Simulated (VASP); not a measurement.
Input of a VASP 6.6.1 run:

INCAR

```
SYSTEM = Te
  PREC = Accurate
  ENCUT = 520
  EDIFF = 1E-7
  ISMEAR = -1
  SIGMA = 0.1
  LREAL = .False.
  LASPH = .True.
  NELM = 60
  ALGO = Normal
  ISIF = 2
  LWAVE = .False.
  LCHARG = .False.
  GGA = CA
  NBANDS = 9
```

The input KPOINTS:

```
Automatic mesh
0
Gamma
  16 16 16
  0 0 0
```

Contents of POSCAR:

```
Te
1.0
    3.1326038533      0.0000000000      0.0000000000
    0.0000000000      3.1326038533      0.0000000000
    0.0000000000      0.0000000000      3.1326038533
Te
1
Direct
    0.0000000000      0.0000000000      0.0000000000
```

Potentials or basis: VASP PAW LDA potentials, release 64 (Te).

Run with:

```console
$ cat potpaw_LDA.64/Te/POTCAR > POTCAR
$ mpirun -np 1 vasp_std > vasp.out
```

What does it give for the pressure?

0.1 GPa.

What does it give for the band gap on the k mesh?

Zero (bands 3 and 4 overlap by 5.92 eV).

Caveat: spin-orbit coupling is left out, which moves the levels of the heavy elements.
